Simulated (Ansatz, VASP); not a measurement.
## One calculation of Cd3InO, two programs

```
Cd In O
1.0
     3.92873    0.00000    0.00000
     0.00000    3.92873    0.00000
     0.00000    0.00000    6.68521
Cd In O
3 1 1
Cartesian
  0.0000 0.0000 4.7626
  1.9644 0.0000 2.9510
  0.0000 1.9644 2.9510
  0.0000 0.0000 0.1294
  0.0000 0.0000 3.1050
```

Alike in both runs: task relaxation of cell and atoms; functional PBE; k mesh 4 × 4 × 4; occupations gaussian, width 0.1 eV; no spin polarisation.

```csv
,VASP,Ansatz
version,VASP 6.6.1,Ansatz 0.2.0
potentials or method,"VASP PAW PBE potentials, release 64 (Cd, In_d, O), cutoff 600 eV","scalar-relativistic, plane waves, PAW"
valence electrons in the cell,55,79
```

|  | VASP | Ansatz | Ansatz less VASP |
| --- | --- | --- | --- |
| gap on the k mesh at the Fermi level, each at its own relaxed structure (eV) | none | none | - |
| relaxed volume (Å³/atom) | 28.20 | 29.64 | +1.441 |
| relaxed cell length with the largest relative difference (Å) | 4.012 | 4.208 | +0.1956 |

A gap of «none» marks a metal or a gap that the smearing closes. One of these differences is far larger than is usual between the two programs; its cause wasn't traced. VASP's potentials hold 55 valence electrons a cell and Ansatz's 79, so a difference there can come from the potentials and not from the codes.

The k mesh is coarse, so the values compare programs but aren't converged. Noted on VASP's run: the volume moved by over 15 % at a fixed basis, so the end points are rough.
